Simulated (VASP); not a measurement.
# Al3Si2F (I4/mmm) in VASP: a series of runs

Runs on Al3Si2F. Level: PBE. Tasks: single point.

Program: VASP 6.6.1. These are calculated values, not measurements. Logs are shortened: lines on timing, memory, paths and dates and some standing lists are left out, and cuts for length are marked.

### Step 1. The cell of the first run

The structure is tetragonal, space group I4/mmm (No. 139). The conventional cell has a = 4.788 Å, b = 4.788 Å, c = 10.288 Å, α = 90.00°, β = 90.00°, γ = 90.00°. Within 3.4 Å of Al (site symmetry -4m2) lie 2 Si at 2.57 Å and 4 Al at 3.39 Å. Al (site symmetry 4/mmm) has 4 Si at 2.39 Å within 3.2 Å. Within 3.2 Å of Si (site symmetry mmm) lie 4 Al at 2.39 to 2.57 Å and 2 F at 2.39 Å. F (site symmetry 4/mmm) has 4 Si at 2.39 Å within 3.2 Å.

### Step 2. Single point, PBE

INCAR reads:

```
PREC = Accurate ; ENCUT = 600
EDIFF = 1E-6 ; ISMEAR = 0
SIGMA = 0.15 ; LREAL = False
LASPH = True ; NELM = 120
ALGO = Normal ; ISIF = 2
LWAVE = False ; LCHARG = True
GGA = PE ; LELF = True
LVHAR = True ; NBANDS = 21
GGA_COMPAT = False
```

KPOINTS reads:

```
regular mesh
0
Gamma
  3 3 3
```

POSCAR reads:

```
Al3Si2F
1.0
   -2.3937547724      2.3937547724      5.1440608495
    2.3937547724     -2.3937547724      5.1440608495
    2.3937547724      2.3937547724     -5.1440608495
Al Si F
3 2 1
Direct
    0.7500000000      0.2500000000      0.5000000000
    0.2500000000      0.7500000000      0.5000000000
    0.5000000000      0.5000000000      0.0000000000
    0.5000000000      0.0000000000      0.5000000000
    0.0000000000      0.5000000000      0.5000000000
    0.0000000000      0.0000000000      0.0000000000
```

Potentials or basis: VASP PAW PBE potentials, release 64 (Al, Si, F).

Command:

```sh
cat potpaw_PBE.64/Al/POTCAR potpaw_PBE.64/Si/POTCAR potpaw_PBE.64/F/POTCAR > POTCAR
mpirun -np 1 vasp_std > vasp.out
```

OUTCAR:

```text
PREC = Accurate
   ENCUT = 600
   EDIFF = 1E-6
   ISMEAR = 0
   LREAL = False
   LASPH = True
   NELM = 120
   ISIF = 2
   GGA = PE

 ion  position               nearest neighbor table
   1  0.750  0.250  0.500-   4 2.57   5 2.57
   2  0.250  0.750  0.500-   4 2.57   5 2.57
   3  0.500  0.500  0.000-   4 2.39   5 2.39   4 2.39   5 2.39
   4  0.500  0.000  0.500-   3 2.39   6 2.39   3 2.39   6 2.39   1 2.57   2 2.57
   5  0.000  0.500  0.500-   3 2.39   6 2.39   6 2.39   3 2.39   1 2.57   2 2.57
   6  0.000  0.000  0.000-   4 2.39   5 2.39   5 2.39   4 2.39

  LATTYP: Found a body centered tetragonal cell.
 ALAT       =     4.7875095448
 C/A-ratio  =     2.1489506397

  Lattice vectors:

 A1 = (  -2.3937547724,   2.3937547724,   5.1440608495)
 A2 = (   2.3937547724,  -2.3937547724,   5.1440608495)
 A3 = (   2.3937547724,   2.3937547724,  -5.1440608495)

Analysis of symmetry for initial positions (statically):
=====================================================================
 Subroutine PRICEL returns:
 Original cell was already a primitive cell.

 Routine SETGRP: Setting up the symmetry group for a
 body centered tetragonal supercell.

 Subroutine GETGRP returns: Found 16 space group operations
 (whereof 16 operations were pure point group operations)
 out of a pool of 16 trial point group operations.

The static configuration has the point symmetry D_4h.

Analysis of symmetry for dynamics (positions and initial velocities):
=====================================================================
 Subroutine PRICEL returns:
 Original cell was already a primitive cell.

 Routine SETGRP: Setting up the symmetry group for a
 body centered tetragonal supercell.

 Subroutine GETGRP returns: Found 16 space group operations
 (whereof 16 operations were pure point group operations)
 out of a pool of 16 trial point group operations.

The dynamic configuration has the point symmetry D_4h.

 Subroutine INISYM returns: Found 16 space group operations
 (whereof 16 operations are pure point group operations),
 and found     1 'primitive' translations

----------------------------------------------------------------------------------------

                                     Primitive cell

  volume of cell :     117.9031

  direct lattice vectors                    reciprocal lattice vectors
    -2.393754772  2.393754772  5.144060849     0.000000000  0.208876868  0.097199472
     2.393754772 -2.393754772  5.144060849     0.208876868  0.000000000  0.097199472
     2.393754772  2.393754772 -5.144060849     0.208876868  0.208876868  0.000000000

  length of vectors
     6.158042371  6.158042371  6.158042371     0.230385076  0.230385076  0.295396500

  position of ions in fractional coordinates (direct lattice)
     0.750000000  0.250000000  0.500000000
     0.250000000  0.750000000  0.500000000
     0.500000000  0.500000000  0.000000000
     0.500000000  0.000000000  0.500000000
     0.000000000  0.500000000  0.500000000
     0.000000000  0.000000000  0.000000000

  ion indices of the primitive-cell ions
   primitive index   ion index
                 1           1
                 2           2
                 3           3
                 4           4
                 5           5
                 6           6

----------------------------------------------------------------------------------------

 KPOINTS: regular mesh

Automatic generation of k-mesh.
 Grid dimensions read from file:
 generate k-points for:    3    3    3

 Generating k-lattice:

  Cartesian coordinates                     Fractional coordinates (reciprocal lattice)
     0.000000000  0.069625623  0.032399824     0.333333333  0.000000000 -0.000000000
     0.069625623  0.000000000  0.032399824     0.000000000  0.333333333 -0.000000000
     0.069625623  0.069625623  0.000000000     0.000000000  0.000000000  0.333333333

  Length of vectors
     0.076795025  0.076795025  0.098465500

  Shift w.r.t. Gamma in fractional coordinates (k-lattice)
     0.000000000  0.000000000  0.000000000

 Subroutine IBZKPT returns following result:
 ===========================================

 Found      6 irreducible k-points:

 Following reciprocal coordinates:
            Coordinates               Weight
  0.000000  0.000000  0.000000      1.000000
  0.333333 -0.000000  0.000000      8.000000
  0.333333  0.333333  0.000000      8.000000
 -0.333333  0.333333  0.000000      4.000000
 -0.333333  0.333333  0.333333      4.000000
 -0.333333 -0.333333  0.333333      2.000000
   k-points           NKPTS =      6   k-points in BZ     NKDIM =      6   number of bands    NBANDS=     21
   number of dos      NEDOS =    301   number of ions     NIONS =      6
   total plane-waves  NPLWV = 125000
   dimension x,y,z NGX =    50 NGY =   50 NGZ =   50
   dimension x,y,z NGXF=   100 NGYF=  100 NGZF=  100
   ions per type =               3   2   1
   NGX,Y,Z   is equivalent  to a cutoff of  13.50, 13.50, 13.50 a.u.
   NGXF,Y,Z  is equivalent  to a cutoff of  27.00, 27.00, 27.00 a.u.
 SYSTEM =  unknown system
   PREC   = accura    normal or accurate (medium, high low for compatibility)
   ISTART =      0    job   : 0-new  1-cont  2-samecut
   ICHARG =      2    charge: 1-file 2-atom 10-const
   ISPIN  =      1    spin polarized calculation?
   LNONCOLLINEAR =      F non collinear calculations
   LSORBIT =      F    spin-orbit coupling
   LASPH  =      T    aspherical Exc in radial PAW
   ENCUT  =  600.0 eV  44.10 Ry    6.64 a.u.  12.30 12.30 12.30*2*pi/ulx,y,z
   NELM   =    120;   NELMIN=  2; NELMDL= -5     # of ELM steps
   EDIFF  = 0.1E-05   stopping-criterion for ELM
   LREAL  =      F    real-space projection
   EDIFFG = 0.1E-04   stopping-criterion for IOM
   NSW    =      0    number of steps for IOM
   IBRION =     -1    ionic relax: 0-MD 1-quasi-New 2-CG
   NFREE  =      0    steps in history (QN), initial steepest desc. (CG)
   ISIF   =      2    stress and relaxation
   ISYM   =      2    0-nonsym 1-usesym 2-fastsym
   POTIM  = 0.5000    time-step for ionic-motion
   TEBEG  =    0.0;   TEEND  =   0.0 temperature during run
   PSTRESS=    0.0 pullay stress
   NELECT =      24.0000    total number of electrons
   NUPDOWN=      -1.0000    fix difference up-down
   EMIN   =  10.00;   EMAX   =-10.00  energy-range for DOS
   EFERMI =   0.00;   METHOD = LEGACY
   ISMEAR =     0;   SIGMA  =   0.15  broadening in eV -4-tet -1-fermi 0-gaus
   EFERMI_NEDOS =   21; number of points for ismear=-14 and -15
   IALGO  =     38    algorithm
   IMIX   =      4    mixing-type and parameters
     AMIX     =   0.40;   BMIX     =  1.00
     AMIX_MAG =   1.60;   BMIX_MAG =  1.00
  volume/ion in A,a.u.               =      19.65       132.61
  Fermi-wavevector in a.u.,A,eV,Ry     =   0.963023  1.819850 12.618231  0.927414
  Thomas-Fermi vector in A             =   2.092533
   LORBIT       =      0    0 simple, 1 ext, 2 COOP (PROOUT), +10 PAW based schemes
   GGA     = PE    functional components
   LHFCALC =     F    Hartree Fock is set to
   AEXX    =    0.0000 exact exchange contribution
   IVDW    =     0    specifies the selected vdW correction
   LEPSILON=     F    determine dielectric tensor
   LRPA    =     F    only Hartree local field effects (RPA)
 non-spin polarized calculation
 Gauss-broadening in eV      SIGMA  =   0.15
  energy-cutoff  :      600.00
  volume of cell :      117.90
 maximum number of plane-waves:      4005
 NGX is ok and might be reduce to    50
   NGX = 25   NGY = 25   NGZ = 25

 number of electron      23.9999999 magnetization

 Free energy of the ion-electron system (eV)
  ---------------------------------------------------
  ext. energy  EPLUGINS =         0.00000000
  ---------------------------------------------------
  free energy    TOTEN  =       -23.08135638 eV

  energy without entropy =      -23.03102362  energy(sigma->0) =      -23.05619000

 E-fermi :   5.1245     XC(G=0):  -9.2205

 val. band max:        5.0077102952   @ k =   0.3333   0.3333   0.0000
 cond. band min:       5.2103704167   @ k =   0.3333  -0.0000   0.0000
 fundamental gap:      0.2026601215
 Fermi energy:         5.1244581506

 k-point     1 :       0.0000    0.0000    0.0000
  band No.  band energies     occupation
      1     -18.8973      2.00000
      2      -5.1695      2.00000
      3      -1.6846      2.00000
      4      -1.6846      2.00000
      5      -1.3308      2.00000
      6      -0.6534      2.00000
      7       0.8110      2.00000
      8       1.6344      2.00000
      9       1.6855      2.00000
     10       2.4397      2.00000
     11       2.4397      2.00000
     12       4.6531      1.99999
     13       4.6531      1.99999
     14       5.4109      0.00691
     15       7.6016      0.00000
     16       8.3162      0.00000
     17       8.3162      0.00000
     18       8.8211      0.00000
     19      10.7043      0.00000
     20      10.7958      0.00000
     21      11.9539      0.00000

 k-point     2 :       0.3333   -0.0000    0.0000
  band No.  band energies     occupation
      1     -18.8910      2.00000
      2      -4.8801      2.00000
      3      -3.0001      2.00000
      4      -1.5589      2.00000
      5      -0.8048      2.00000
      6      -0.1173      2.00000
      7       0.3131      2.00000
      8       1.0579      2.00000
      9       1.8905      2.00000
     10       2.0256      2.00000
     11       3.3629      2.00000
     12       5.2104      0.41795
     13       5.4934      0.00050
     14       6.3160      0.00000
     15       6.8776      0.00000
     16       7.2143      0.00000
     17       8.3658      0.00000
     18       8.8289      0.00000
     19       8.9727      0.00000
     20      10.7776      0.00000
     21      11.5050      0.00000

 k-point     3 :       0.3333    0.3333    0.0000
  band No.  band energies     occupation
      1     -18.8851      2.00000
      2      -4.3721      2.00000
      3      -3.8301      2.00000
      4      -1.0529      2.00000
      5      -0.9527      2.00000
      6      -0.2365      2.00000
      7       0.0722      2.00000
      8       0.4172      2.00000
      9       1.6729      2.00000
     10       3.3193      2.00000
     11       4.6326      2.00000
     12       4.7923      1.99826
     13       5.0077      1.72898
     14       5.2624      0.19346
     15       6.0886      0.00000
     16       8.1499      0.00000
     17       8.3504      0.00000
     18       8.5456      0.00000
     19      10.2177      0.00000
     20      10.6912      0.00000
     21      11.1058      0.00000

 k-point     4 :      -0.3333    0.3333    0.0000
  band No.  band energies     occupation
      1     -18.8852      2.00000
      2      -4.5962      2.00000
      3      -3.6210      2.00000
      4      -0.9914      2.00000
      5      -0.4229      2.00000
      6      -0.3121      2.00000
      7       0.1164      2.00000
      8       0.3773      2.00000
      9       1.8678      2.00000
     10       2.3287      2.00000
     11       3.3660      2.00000
     12       4.1350      2.00000
     13       4.9958      1.77498
     14       7.0183      0.00000
     15       7.7709      0.00000
     16       7.9665      0.00000
     17       8.1168      0.00000
     18       8.5830      0.00000
     19       9.3291      0.00000
     20       9.9832      0.00000
     21      11.9958      0.00000

 k-point     5 :      -0.3333    0.3333    0.3333
  band No.  band energies     occupation
      1     -18.8908      2.00000
      2      -4.6622      2.00000
      3      -3.0945      2.00000
      4      -1.8096      2.00000
      5      -1.5755      2.00000
      6      -0.1923      2.00000
      7       0.3326      2.00000
      8       1.6809      2.00000
      9       1.9486      2.00000
     10       2.8731      2.00000
     11       3.4067      2.00000
     12       6.2154      0.00000
     13       6.2721      0.00000
     14       6.4268      0.00000
     15       7.2391      0.00000
     16       7.2491      0.00000
     17       7.4276      0.00000
     18       8.1683      0.00000
     19       8.3348      0.00000
     20       9.2851      0.00000
     21       9.4317      0.00000

 k-point     6 :      -0.3333   -0.3333    0.3333
  band No.  band energies     occupation
      1     -18.8969      2.00000
      2      -4.8539      2.00000
      3      -2.0330      2.00000
      4      -1.7168      2.00000
      5      -1.7168      2.00000
      6      -1.6524      2.00000
      7       0.4509      2.00000
      8       2.2387      2.00000
      9       2.2387      2.00000
     10       2.9237      2.00000
     11       4.5087      2.00000
     12       5.3043      0.08999
     13       5.7331      0.00000
     14       5.7331      0.00000
     15       6.7043      0.00000
     16       8.5441      0.00000
     17       8.6600      0.00000
     18       8.6600      0.00000
     19       9.1558      0.00000
     20       9.5182      0.00000
     21       9.5186      0.00000

------------------------ aborting loop because EDIFF is reached ----------------------------------------

  FORCE on cell =-STRESS in cart. coord.  units (eV):
  Direction    XX          YY          ZZ          XY          YZ          ZX
  --------------------------------------------------------------------------------------
  -------------------------------------------------------------------------------------
  Total       -0.1088666     -0.1088666      0.3465145      0.0000000     -0.0000000      0.0000000
  in kB       -1.4793797     -1.4793797      4.7087598      0.0000000     -0.0000000      0.0000000
  external PRESSURE =       0.5833334 kB  Pullay stress =       0.0000000 kB

 VOLUME and BASIS-vectors are now :
 -----------------------------------------------------------------------------
  energy-cutoff  :      600.00
  volume of cell :      117.90
      direct lattice vectors                 reciprocal lattice vectors
    -2.393754772  2.393754772  5.144060849     0.000000000  0.208876868  0.097199472
     2.393754772 -2.393754772  5.144060849     0.208876868  0.000000000  0.097199472
     2.393754772  2.393754772 -5.144060849     0.208876868  0.208876868  0.000000000

 POSITION                                       TOTAL-FORCE (eV/Angst)
 -----------------------------------------------------------------------------------
     -0.00000      2.39375      2.57203        -0.000000      0.000000     -0.000000
      2.39375     -0.00000      2.57203        -0.000000     -0.000000     -0.000000
      0.00000      0.00000      5.14406         0.000000      0.000000      0.000000
      0.00000      2.39375      0.00000         0.000000      0.000000      0.000000
      2.39375      0.00000      0.00000         0.000000      0.000000      0.000000
      0.00000      0.00000      0.00000         0.000000      0.000000      0.000000
 -----------------------------------------------------------------------------------
    total drift:                                0.000000      0.000000     -0.000000

  FREE ENERGIE OF THE ION-ELECTRON SYSTEM (eV)
  ---------------------------------------------------
  free  energy   TOTEN  =       -23.0813563805 eV

  energy  without entropy=      -23.0310236196  energy(sigma->0) =      -23.05619000
```

Wall time 22 s (1 thread of Intel Xeon Platinum 8559C (Emerald Rapids), shared host); peak memory 0.34 GiB.

What came out:

```
Free energy            : -23.0814 eV
Pressure               : 0.1 GPa
Band gap on the k mesh : zero (band 12 reaches 6.22 eV, above the bottom of band 13 at 4.65 eV)
```

Levels at points of the mesh, in eV from the Fermi level:
```tsv
k point	band 8	band 9	band 10	band 11	band 12	band 13	band 14	band 15	band 16	band 17
(0.00, 0.00, 0.00)	-3.49	-3.44	-2.68	-2.68	-0.47	-0.47	0.29	2.48	3.19	3.19
```

Caveat: the k points lie up to 0.62 Å⁻¹ apart.

### Step 3. Single point, PBE

This run uses another cell than the first one, of 19.55 Å³/atom, 0.995 times its volume.

INCAR reads:

```
SYSTEM = Al3Si2F
PREC = Accurate
ENCUT = 600
EDIFF = 1E-6
ISMEAR = 0
SIGMA = 0.15
LREAL = .False.
LASPH = .True.
NELM = 120
ALGO = Normal
ISIF = 2
LWAVE = .False.
LCHARG = .False.
GGA = PE
NBANDS = 21
GGA_COMPAT = .False.
```

KPOINTS reads:

```
Automatic mesh
0
Gamma
  3 3 3
  0 0 0
```

POSCAR reads:

```
Al3Si2F
1.0
   -2.4641965770      2.4641965770      4.8284266797
    2.4641965770     -2.4641965770      4.8284266797
    2.4641965770      2.4641965770     -4.8284266797
Al Si F
3 2 1
Direct
    0.2831753995      0.2831753995      0.0000000000
    0.7168246005      0.7168246005      0.0000000000
    0.0000000000      0.0000000000      0.0000000000
    0.5000000000      0.0000000000      0.5000000000
    0.0000000000      0.5000000000      0.5000000000
    0.5000000000      0.5000000000      0.0000000000
```

Potentials or basis: VASP PAW PBE potentials, release 64 (Al, Si, F).

Command:

```sh
cat potpaw_PBE.64/Al/POTCAR potpaw_PBE.64/Si/POTCAR potpaw_PBE.64/F/POTCAR > POTCAR
mpirun -np 1 vasp_std > vasp.out
```

Wall time 19 s (1 thread of Intel Xeon Platinum 8559C (Emerald Rapids), shared host); peak memory 0.3 GiB.

Results (log left out):

| Property | Result |
| --- | --- |
| Free energy | -22.3322 eV |
| Pressure | 0.0 GPa |
| Band gap on the k mesh | zero (band 12 reaches 5.96 eV, above the bottom of band 13 at 4.85 eV) |

Stress tensor (GPa, compression positive):
```
-0.14  0.00  0.00
 0.00 -0.14  0.00
 0.00  0.00  0.39
```

Levels at points of the mesh, in eV from the Fermi level:
```
           k point  band 10  band 11  band 12  band 13  band 14  band 15
(0.00, 0.00, 0.00)    -2.65    -0.79    -0.55    -0.34    -0.34    -0.24
```

Caveat: the k points lie up to 0.60 Å⁻¹ apart.
